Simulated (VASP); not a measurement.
Input of a VASP 6.6.1 run:

Contents of INCAR:

```
ALGO = Normal
EDIFF = 1E-6
ENCUT = 520
GGA = PE
ISIF = 2
ISMEAR = -1
LASPH = T
LCHARG = F
LREAL = F
LWAVE = F
NBANDS = 24
NELM = 80
PREC = Accurate
SIGMA = 0.05
```

KPOINTS

```
k-points
0
Gamma
  7 7 5
```

File POSCAR:

```
Sr2SO
1.0
    3.7560124688      0.0000000000      0.0000000000
    0.0000000000      3.7560124688      0.0000000000
    0.0000000000      0.0000000000      5.3198145257
Sr S O
2 1 1
Direct
    0.5000000000      0.5000000000      0.5000000000
    0.0000000000      0.0000000000      0.0000000000
    0.0000000000      0.0000000000      0.5000000000
    0.5000000000      0.5000000000      0.0000000000
```

Potentials or basis: VASP PAW PBE potentials, release 64 (Sr_sv, S, O).

The run is started by

```sh
$ cat potpaw_PBE.64/Sr_sv/POTCAR potpaw_PBE.64/S/POTCAR potpaw_PBE.64/O/POTCAR > POTCAR
$ mpirun -np 1 vasp_std > vasp.out
```

(1) Estimate the band gap on the k mesh.

(2) Estimate the pressure.

## Answers

(1) 1.88 eV, direct.

(2) 20.5 GPa.
